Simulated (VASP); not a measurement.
**BN: single point with r2SCAN**

Crystal: BN.

```
B N
1.0
     2.47313   -0.06875   -0.01025
    -1.29611    2.23014   -0.03703
    -0.01696   -0.08051    4.17516
B N
2 2
Cartesian
  1.4458 0.6306 3.9282
  0.1099 0.9198 1.9816
  1.0338 0.9450 2.7741
  -0.2737 1.6462 0.6157
```

This cell differs from its parent crystal: atoms moved at random and the cell strained at random.

```json
{
 "Program": "VASP 6.6.1",
 "Task": "single point",
 "Functional": "r2SCAN",
 "Potentials or basis": "VASP PAW PBE potentials, release 64 (B, N)",
 "Cutoff": "520 eV",
 "k mesh": "12 × 12 × 6",
 "Occupations": "gaussian, width 0.05 eV",
 "Spin": "no spin polarisation"
}
```

The pressure is 87.3 GPa, the largest force is 13.027 eV/Å and the band gap on the k mesh is 0.47 eV (least direct gap 3.22 eV).

Forces on the atoms (eV/Å):
```
B    0.100 -2.257 11.569
B   -9.559  2.199 -8.573
N    7.782  0.390 -2.636
N    1.677 -0.332 -0.360
```

Stress tensor (GPa, compression positive):
```
122.11   8.03  54.15
  8.03  60.12  22.78
 54.15  22.78  79.55
```

Levels at points of the mesh, in eV from the valence-band top:
```
           k point  band 5  band 6  band 7  band 8  band 9  band 10  band 11  band 12
(0.00, 0.00, 0.00)   -3.61   -2.54   -1.25   -0.08    4.54     6.34     8.82     9.41
(0.50, 0.00, 0.00)   -9.52   -7.71   -5.23   -2.12    1.25     3.85     7.59    12.76
(0.00, 0.50, 0.00)   -8.51   -7.43   -5.32   -1.86    1.71     3.00     7.66    10.89
(0.50, 0.50, 0.00)   -8.60   -6.89   -5.44   -1.83    2.41     5.24     8.76    10.43
(0.00, 0.00, 0.50)   -3.92   -3.02   -1.77    0.00    5.00     6.29     7.55     9.56
(0.50, 0.00, 0.50)   -8.18   -6.59   -4.58   -2.27    2.02     3.10     7.90     8.98
(0.00, 0.50, 0.50)   -9.78   -5.65   -3.93   -1.60    2.65     3.99     4.75     6.76
(0.50, 0.50, 0.50)   -7.63   -5.00   -4.15   -2.71    1.65     4.99     6.89     8.37
```

Run time: 4.9 min on 1 thread of AMD EPYC 9R45 96-Core Processor (Zen 5), on a shared host, peak memory 0.21 GiB.

Caveat: the cell differs from its parent crystal (atoms moved at random and the cell strained at random); the stress differs along the axes, from 60 to 122 GPa; semilocal functionals underestimate gaps, and a narrow one can read as zero; the PAW data sets were made with another functional, which shifts forces and pressure a little. A k mesh can miss the band edges.
